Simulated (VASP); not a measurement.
Mg2Ge2N:

```
CELL_PARAMETERS angstrom
3.82279 0.00000 0.00000
0.00000 3.82279 0.00000
0.00000 0.00000 6.33735
ATOMIC_POSITIONS crystal
Mg 0.50000 0.00000 0.73849
Mg 0.00000 0.50000 0.73849
Ge 0.00000 0.00000 0.26344
Ge 0.00000 0.00000 0.84511
N 0.50000 0.50000 0.19367
```

```yaml
Program: VASP 6.6.1
Task: relaxation of cell and atoms
Functional: PBE
Potentials_or_basis: VASP PAW PBE potentials, release 64 (Mg, Ge_d, N)
Cutoff: 600 eV
k_mesh: 4 × 4 × 4
Occupations: gaussian, width 0.1 eV
Spin: no spin polarisation
```

At the start: pressure 30.9 GPa; volume 18.52 Å³/atom.

Q: How do energy, volume and symmetry change on relaxing?

A: Over 49 steps the energy falls by 2086.4 meV/atom and the volume is 21.93 Å³/atom (+18.4 %); space group P4/mmm (No. 123, to 0.05 Å).

Step by step:
| step | energy change (eV) | largest force (eV/Å) | pressure (GPa) | volume (Å³) |
| --- | --- | --- | --- | --- |
| 1 | 0.0000 | 8.3007 | 30.89 | 92.61 |
| 3 | -4.8901 | 0.7864 | -1.40 | 126.58 |
| 5 | -4.8942 | 0.7430 | -1.62 | 127.45 |
| 7 | -5.3748 | 3.1178 | 1.50 | 110.72 |
| 9 | -5.2329 | 4.0107 | 3.23 | 108.00 |
| 11 | -5.2539 | 4.7677 | 4.42 | 105.08 |
| 13 | -5.4335 | 4.8869 | 5.36 | 101.71 |
| 15 | -5.5982 | 4.9093 | 14.72 | 88.72 |
| 17 | -6.0095 | 1.9239 | 16.53 | 86.05 |
| 19 | -6.8399 | 1.9231 | 5.47 | 95.89 |
| 21 | -7.0291 | 1.9043 | -1.09 | 105.90 |
| 23 | -7.0881 | 1.9164 | -0.60 | 104.88 |
| 25 | -7.5839 | 1.9674 | -1.28 | 105.86 |
| 27 | -8.6237 | 5.6013 | 1.39 | 109.81 |
| 29 | -8.7237 | 5.4592 | 1.37 | 110.14 |
| 31 | -9.0878 | 4.8819 | 1.23 | 111.60 |
| 33 | -9.5395 | 3.2662 | -0.16 | 113.55 |
| 35 | -9.9188 | 1.9696 | -2.25 | 113.66 |
| 37 | -10.0014 | 0.9420 | -2.34 | 113.69 |
| 39 | -10.1397 | 0.9109 | -1.18 | 110.44 |
| 41 | -10.0528 | 0.8627 | 8.92 | 95.87 |
| 43 | -10.3503 | 0.5827 | 1.81 | 104.79 |
| 45 | -10.4272 | 0.2231 | 0.80 | 108.22 |
| 47 | -10.4318 | 0.0498 | 0.09 | 109.42 |
| 49 | -10.4320 | 0.0073 | 0.04 | 109.66 |

Final structure:
```xyz
5
Lattice="4.0516 0.0000 0.0000 0.0000 4.0516 0.0000 0.0000 0.0000 6.6801" Properties=species:S:1:pos:R:3 pbc="T T T"
Mg    2.0258    0.0000    3.7116
Mg    0.0000    2.0258    3.7116
Ge    0.0000    0.0000    1.5271
Ge    0.0000    0.0000    5.9035
N     2.0258    2.0258    3.7117
```

Caveat: the k points lie up to 0.39 Å⁻¹ apart in the final cell; the volume moved by over 15 % at a fixed basis, so the end points are rough.
